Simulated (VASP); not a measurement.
# Nb2SiO3 (I4/mmm) in VASP: single point with PBE

Aim: the single point of Nb2SiO3 with PBE.

Everything below comes from runs of VASP 6.6.1. Logs are shortened: lines on timing, memory, paths and dates and some standing lists are left out, and cuts for length are marked.

## 1. The cell of the first run

Symmetry: I4/mmm, No. 139, tetragonal system. Conventional cell: a = 2.807 Å, b = 2.807 Å, c = 16.623 Å, α = 90.00°, β = 90.00°, γ = 90.00°. Nb (site symmetry 4mm) has 5 O at 2.40 to 3.03 Å and 8 Nb at 2.81 to 3.00 Å within 3.2 Å. Within 2.2 Å of Si (site symmetry 4/mmm) lie 6 O at 1.68 to 1.98 Å. Within 2.2 Å of O (site symmetry 4mm) lie 1 Si at 1.68 Å. Within 2.9 Å of O (site symmetry 4/mmm) lie 4 Si at 1.98 Å and 12 O at 2.60 to 2.81 Å.

The cell was built from a structure type or drawn by symmetry, and may not be a known phase.

## 2. Single point, PBE

Contents of INCAR:

```
PREC = Accurate
ENCUT = 600
EDIFF = 1E-6
ISMEAR = 0
SIGMA = 0.15
LREAL = False
LASPH = True
NELM = 120
ALGO = Normal
ISIF = 2
LWAVE = False
LCHARG = False
GGA = PE
NBANDS = 33
GGA_COMPAT = False
```

Contents of KPOINTS:

```
regular mesh
0
Gamma
  5 5 5
```

Contents of POSCAR:

```
Nb2SiO3
1.0
   -1.4034081625      1.4034081625      8.3113826538
    1.4034081625     -1.4034081625      8.3113826538
    1.4034081625      1.4034081625     -8.3113826538
Nb Si O
2 1 3
Direct
    0.3177101683      0.3177101683      0.0000000000
    0.6822898317      0.6822898317      0.0000000000
    0.0000000000      0.0000000000      0.0000000000
    0.8987150578      0.8987150578      0.0000000000
    0.1012849422      0.1012849422      0.0000000000
    0.5000000000      0.5000000000      0.0000000000
```

Potentials or basis: VASP PAW PBE potentials, release 64 (Nb_sv, Si, O).

Run with:

```bash
$ cat potpaw_PBE.64/Nb_sv/POTCAR potpaw_PBE.64/Si/POTCAR potpaw_PBE.64/O/POTCAR > POTCAR
$ mpirun -np 1 vasp_std > vasp.out
```

OUTCAR:

```text
PREC = Accurate
   ENCUT = 600
   EDIFF = 1E-6
   ISMEAR = 0
   LREAL = False
   LASPH = True
   NELM = 120
   ISIF = 2
   GGA = PE

 ion  position               nearest neighbor table
   1  0.318  0.318  0.000-   4 2.40   4 2.40   4 2.40   4 2.40   2 3.00   2 3.00   2 3.00   2 3.00

   2  0.682  0.682  0.000-   5 2.40   5 2.40   5 2.40   5 2.40   1 3.00   1 3.00   1 3.00   1 3.00

   3  0.000  0.000  0.000-   4 1.68   5 1.68   6 1.98   6 1.98   6 1.98   6 1.98
   4  0.899  0.899  0.000-   3 1.68   1 2.40   1 2.40   1 2.40   1 2.40
   5  0.101  0.101  0.000-   3 1.68   2 2.40   2 2.40   2 2.40   2 2.40
   6  0.500  0.500  0.000-   3 1.98   3 1.98   3 1.98   3 1.98

  LATTYP: Found a body centered tetragonal cell.
 ALAT       =     2.8068163250
 C/A-ratio  =     5.9222846752

  Lattice vectors:

 A1 = (  -1.4034081625,   1.4034081625,   8.3113826538)
 A2 = (   1.4034081625,  -1.4034081625,   8.3113826538)
 A3 = (   1.4034081625,   1.4034081625,  -8.3113826538)

Analysis of symmetry for initial positions (statically):
=====================================================================
 Subroutine PRICEL returns:
 Original cell was already a primitive cell.

 Routine SETGRP: Setting up the symmetry group for a
 body centered tetragonal supercell.

 Subroutine GETGRP returns: Found 16 space group operations
 (whereof 16 operations were pure point group operations)
 out of a pool of 16 trial point group operations.

The static configuration has the point symmetry D_4h.

Analysis of symmetry for dynamics (positions and initial velocities):
=====================================================================
 Subroutine PRICEL returns:
 Original cell was already a primitive cell.

 Routine SETGRP: Setting up the symmetry group for a
 body centered tetragonal supercell.

 Subroutine GETGRP returns: Found 16 space group operations
 (whereof 16 operations were pure point group operations)
 out of a pool of 16 trial point group operations.

The dynamic configuration has the point symmetry D_4h.

 Subroutine INISYM returns: Found 16 space group operations
 (whereof 16 operations are pure point group operations),
 and found     1 'primitive' translations

----------------------------------------------------------------------------------------

                                     Primitive cell

  volume of cell :      65.4789

  direct lattice vectors                    reciprocal lattice vectors
    -1.403408162  1.403408162  8.311382654     0.000000000  0.356275539  0.060158462
     1.403408162 -1.403408162  8.311382654     0.356275539  0.000000000  0.060158462
     1.403408162  1.403408162 -8.311382654     0.356275539  0.356275539  0.000000000

  length of vectors
     8.545068201  8.545068201  8.545068201     0.361318835  0.361318835  0.503849700

  position of ions in fractional coordinates (direct lattice)
     0.317710168  0.317710168  0.000000000
     0.682289832  0.682289832  0.000000000
     0.000000000  0.000000000  0.000000000
     0.898715058  0.898715058  0.000000000
     0.101284942  0.101284942  0.000000000
     0.500000000  0.500000000  0.000000000

  ion indices of the primitive-cell ions
   primitive index   ion index
                 1           1
                 2           2
                 3           3
                 4           4
                 5           5
                 6           6

----------------------------------------------------------------------------------------

 KPOINTS: regular mesh

Automatic generation of k-mesh.
 Grid dimensions read from file:
 generate k-points for:    5    5    5

 Generating k-lattice:

  Cartesian coordinates                     Fractional coordinates (reciprocal lattice)
     0.000000000  0.071255108  0.012031692     0.200000000  0.000000000  0.000000000
     0.071255108  0.000000000  0.012031692     0.000000000  0.200000000  0.000000000
     0.071255108  0.071255108  0.000000000     0.000000000  0.000000000  0.200000000

  Length of vectors
     0.072263767  0.072263767  0.100769940

  Shift w.r.t. Gamma in fractional coordinates (k-lattice)
     0.000000000  0.000000000  0.000000000

 Subroutine IBZKPT returns following result:
 ===========================================

 Found     18 irreducible k-points:

 Following reciprocal coordinates:
            Coordinates               Weight
  0.000000  0.000000  0.000000      1.000000
  0.200000  0.000000 -0.000000      8.000000
  0.400000  0.000000  0.000000      8.000000
  0.200000  0.200000 -0.000000      8.000000
  0.400000  0.200000 -0.000000     16.000000
 -0.400000  0.200000 -0.000000     16.000000
[... 10 lines left out ...]
 -0.400000  0.400000  0.400000      4.000000
 -0.400000 -0.400000  0.400000      2.000000
   k-points           NKPTS =     18   k-points in BZ     NKDIM =     18   number of bands    NBANDS=     33
   number of dos      NEDOS =    301   number of ions     NIONS =      6
   total plane-waves  NPLWV = 343000
   dimension x,y,z NGX =    70 NGY =   70 NGZ =   70
   dimension x,y,z NGXF=   140 NGYF=  140 NGZF=  140
   ions per type =               2   1   3
   NGX,Y,Z   is equivalent  to a cutoff of  13.62, 13.62, 13.62 a.u.
   NGXF,Y,Z  is equivalent  to a cutoff of  27.24, 27.24, 27.24 a.u.
 SYSTEM =  unknown system
   PREC   = accura    normal or accurate (medium, high low for compatibility)
   ISTART =      0    job   : 0-new  1-cont  2-samecut
   ICHARG =      2    charge: 1-file 2-atom 10-const
   ISPIN  =      1    spin polarized calculation?
   LNONCOLLINEAR =      F non collinear calculations
   LSORBIT =      F    spin-orbit coupling
   LASPH  =      T    aspherical Exc in radial PAW
   ENCUT  =  600.0 eV  44.10 Ry    6.64 a.u.  17.07 17.07 17.07*2*pi/ulx,y,z
   NELM   =    120;   NELMIN=  2; NELMDL= -5     # of ELM steps
   EDIFF  = 0.1E-05   stopping-criterion for ELM
   LREAL  =      F    real-space projection
   EDIFFG = 0.1E-04   stopping-criterion for IOM
   NSW    =      0    number of steps for IOM
   IBRION =     -1    ionic relax: 0-MD 1-quasi-New 2-CG
   NFREE  =      0    steps in history (QN), initial steepest desc. (CG)
   ISIF   =      2    stress and relaxation
   ISYM   =      2    0-nonsym 1-usesym 2-fastsym
   POTIM  = 0.5000    time-step for ionic-motion
   TEBEG  =    0.0;   TEEND  =   0.0 temperature during run
   PSTRESS=    0.0 pullay stress
   NELECT =      48.0000    total number of electrons
   NUPDOWN=      -1.0000    fix difference up-down
   EMIN   =  10.00;   EMAX   =-10.00  energy-range for DOS
   EFERMI =   0.00;   METHOD = LEGACY
   ISMEAR =     0;   SIGMA  =   0.15  broadening in eV -4-tet -1-fermi 0-gaus
   EFERMI_NEDOS =   21; number of points for ismear=-14 and -15
   IALGO  =     38    algorithm
   IMIX   =      4    mixing-type and parameters
     AMIX     =   0.40;   BMIX     =  1.00
     AMIX_MAG =   1.60;   BMIX_MAG =  1.00
  volume/ion in A,a.u.               =      10.91        73.65
  Fermi-wavevector in a.u.,A,eV,Ry     =   1.476119  2.789461 29.646122  2.178928
  Thomas-Fermi vector in A             =   2.590685
   LORBIT       =      0    0 simple, 1 ext, 2 COOP (PROOUT), +10 PAW based schemes
   GGA     = PE    functional components
   LHFCALC =     F    Hartree Fock is set to
   AEXX    =    0.0000 exact exchange contribution
   IVDW    =     0    specifies the selected vdW correction
   LEPSILON=     F    determine dielectric tensor
   LRPA    =     F    only Hartree local field effects (RPA)
 non-spin polarized calculation
 Gauss-broadening in eV      SIGMA  =   0.15
  energy-cutoff  :      600.00
  volume of cell :       65.48
 maximum number of plane-waves:      2205
 NGX is ok and might be reduce to    70
   NGX = 35   NGY = 35   NGZ = 35

 number of electron      48.0000001 magnetization

 Free energy of the ion-electron system (eV)
  ---------------------------------------------------
  ext. energy  EPLUGINS =         0.00000000
  ---------------------------------------------------
  free energy    TOTEN  =       -49.67495856 eV

  energy without entropy =      -49.65244353  energy(sigma->0) =      -49.66370105

 E-fermi :  11.6545     XC(G=0): -12.4873

 val. band max:       11.5904090654   @ k =  -0.4000   0.4000   0.2000
 cond. band min:      11.7098876175   @ k =   0.2000   0.0000  -0.0000
 fundamental gap:      0.1194785521
 Fermi energy:        11.6544766956

 k-point     1 :       0.0000    0.0000    0.0000
  band No.  band energies     occupation
      1     -43.6696      2.00000
      2     -43.5554      2.00000
      3     -20.0625      2.00000
      4     -19.4885      2.00000
      5     -19.1676      2.00000
      6     -19.1676      2.00000
[... 25 lines left out ...]
     32      15.8495      0.00000
     33      15.8743      0.00000

 k-point     2 :       0.2000    0.0000   -0.0000
  band No.  band energies     occupation
      1     -43.6139      2.00000
      2     -43.5208      2.00000
      3     -19.9708      2.00000
      4     -19.6871      2.00000
      5     -19.4230      2.00000
      6     -19.3563      2.00000
[... 25 lines left out ...]
     32      15.5222      0.00000
     33      16.4850      0.00000

 k-point     3 :       0.4000    0.0000    0.0000
  band No.  band energies     occupation
      1     -43.5112      2.00000
      2     -43.4752      2.00000
      3     -20.2196      2.00000
      4     -20.1801      2.00000
      5     -19.6333      2.00000
      6     -19.4537      2.00000
[... 25 lines left out ...]
     32      15.8408      0.00000
     33      17.3962      0.00000

 k-point     4 :       0.2000    0.2000   -0.0000
  band No.  band energies     occupation
      1     -43.5608      2.00000
      2     -43.4849      2.00000
      3     -19.8883      2.00000
      4     -19.6563      2.00000
      5     -19.5273      2.00000
      6     -19.4430      2.00000
[... 25 lines left out ...]
     32      15.4830      0.00000
     33      17.0677      0.00000

 k-point     5 :       0.4000    0.2000   -0.0000
  band No.  band energies     occupation
      1     -43.4644      2.00000
      2     -43.4350      2.00000
      3     -20.1334      2.00000
      4     -20.1081      2.00000
      5     -19.5914      2.00000
      6     -19.4886      2.00000
[... 388 lines left out ...]
 k-point    16 :      -0.2000   -0.2000    0.2000
  band No.  band energies     occupation
      1     -43.6696      2.00000
      2     -43.5554      2.00000
      3     -20.0618      2.00000
      4     -19.4896      2.00000
      5     -19.1676      2.00000
      6     -19.1676      2.00000
[... 25 lines left out ...]
     32      15.8570      0.00000
     33      15.8747      0.00000

 k-point    17 :      -0.4000    0.4000    0.4000
  band No.  band energies     occupation
      1     -43.6139      2.00000
      2     -43.5208      2.00000
      3     -19.9696      2.00000
      4     -19.6883      2.00000
      5     -19.4225      2.00000
      6     -19.3571      2.00000
[... 25 lines left out ...]
     32      15.5538      0.00000
     33      16.2700      0.00000

 k-point    18 :      -0.4000   -0.4000    0.4000
  band No.  band energies     occupation
      1     -43.6696      2.00000
      2     -43.5554      2.00000
      3     -20.0606      2.00000
      4     -19.4912      2.00000
      5     -19.1676      2.00000
      6     -19.1676      2.00000
[... 25 lines left out ...]
     32      15.8698      0.00000
     33      15.8787      0.00000

------------------------ aborting loop because EDIFF is reached ----------------------------------------

  FORCE on cell =-STRESS in cart. coord.  units (eV):
  Direction    XX          YY          ZZ          XY          YZ          ZX
  --------------------------------------------------------------------------------------
  -------------------------------------------------------------------------------------
  Total       -0.3388683     -0.3388683      0.2659947      0.0000000     -0.0000000      0.0000000
  in kB       -8.2916371     -8.2916371      6.5085209      0.0000000     -0.0000000      0.0000000
  external PRESSURE =      -3.3582511 kB  Pullay stress =       0.0000000 kB

 VOLUME and BASIS-vectors are now :
 -----------------------------------------------------------------------------
  energy-cutoff  :      600.00
  volume of cell :       65.48
      direct lattice vectors                 reciprocal lattice vectors
    -1.403408162  1.403408162  8.311382654     0.000000000  0.356275539  0.060158462
     1.403408162 -1.403408162  8.311382654     0.356275539  0.000000000  0.060158462
     1.403408162  1.403408162 -8.311382654     0.356275539  0.356275539  0.000000000

 POSITION                                       TOTAL-FORCE (eV/Angst)
 -----------------------------------------------------------------------------------
      0.00000      0.00000      5.28122         0.000000      0.000000     -0.003815
      0.00000      0.00000     11.34154         0.000000      0.000000      0.003815
      0.00000      0.00000      0.00000         0.000000      0.000000      0.000000
      0.00000      0.00000     14.93913        -0.000000     -0.000000     -0.122701
      0.00000      0.00000      1.68364        -0.000000     -0.000000      0.122701
      0.00000      0.00000      8.31138         0.000000      0.000000     -0.000000
 -----------------------------------------------------------------------------------
    total drift:                               -0.000000      0.000000      0.000000

  FREE ENERGIE OF THE ION-ELECTRON SYSTEM (eV)
  ---------------------------------------------------
  free  energy   TOTEN  =       -49.6749585586 eV

  energy  without entropy=      -49.6524435330  energy(sigma->0) =      -49.66370105
```

Wall time 9.9 min (1 thread of Intel Xeon 8259CL, shared host); peak memory 0.69 GiB.

What came out:

| Property | Result |
| --- | --- |
| Free energy | -49.6750 eV |
| Pressure | -0.3 GPa |
| Largest force | 0.123 eV/Å |
| Band gap on the k mesh | zero (bands 24 and 25 overlap by 0.42 eV) |

Forces in eV/Å, atoms in the order of the input:
```
Nb   0.000  0.000 -0.004
Nb   0.000  0.000  0.004
Si   0.000  0.000  0.000
O    0.000  0.000 -0.123
O    0.000  0.000  0.123
O    0.000  0.000  0.000
```

Caveat: the k points lie up to 0.45 Å⁻¹ apart.
